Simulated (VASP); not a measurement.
A run of VASP 6.6.1 is set up as follows.

The input INCAR:

```
SYSTEM = VO2
ALGO = Normal
EDIFF = 1E-6
ENCUT = 600
GGA = PE
GGA_COMPAT = .FALSE.
ISIF = 2
ISMEAR = 0
ISPIN = 2
KPAR = 4
LASPH = .TRUE.
LCHARG = .TRUE.
LMAXMIX = 4
LORBIT = 11
LREAL = .FALSE.
LVHAR = .TRUE.
LWAVE = .FALSE.
MAGMOM = 0.92 0.92 0 0 0 0
NBANDS = 38
NELM = 200
PREC = Accurate
SIGMA = 0.1
```

Contents of KPOINTS:

```
k-points
0
G
  8 8 12
  0 0 0
```

The input POSCAR:

```
VO2
1.0
    4.4363870147      0.0000000000      0.0000000000
    0.0000000000      4.4358846720      0.0000000000
    0.0000000000      0.0000000000      2.7573907857
V O
2 4
Direct
    0.0000000000      0.0000000000      0.5000000000
    0.5000000000      0.5000000000      0.0000000000
    0.2967283954      0.2966110616      0.5000000000
    0.7032716046      0.7033889384      0.5000000000
    0.2032716046      0.7966110616      0.0000000000
    0.7967283954      0.2033889384      0.0000000000
```

Potentials or basis: VASP PAW PBE potentials, release 64 (V_sv, O).

Launch:

```bash
$ cat potpaw_PBE.64/V_sv/POTCAR potpaw_PBE.64/O/POTCAR > POTCAR
$ mpirun -np 4 vasp_std > vasp.out
```

Question: Estimate the site moments.

Answer: V +1.00; O -0.04 μB.

Question: Predict the pressure.

Answer: 27.6 GPa.

Question: What does it give for the largest force?

Answer: 0.026 eV/Å.

Forces in eV/Å, atoms in the order of the input:
```
V    0.000  0.000  0.000
V    0.000  0.000  0.000
O   -0.018 -0.019  0.000
O    0.018  0.019  0.000
O    0.018 -0.019  0.000
O   -0.018  0.019  0.000
```

Caveat: the cell stands under pressure.
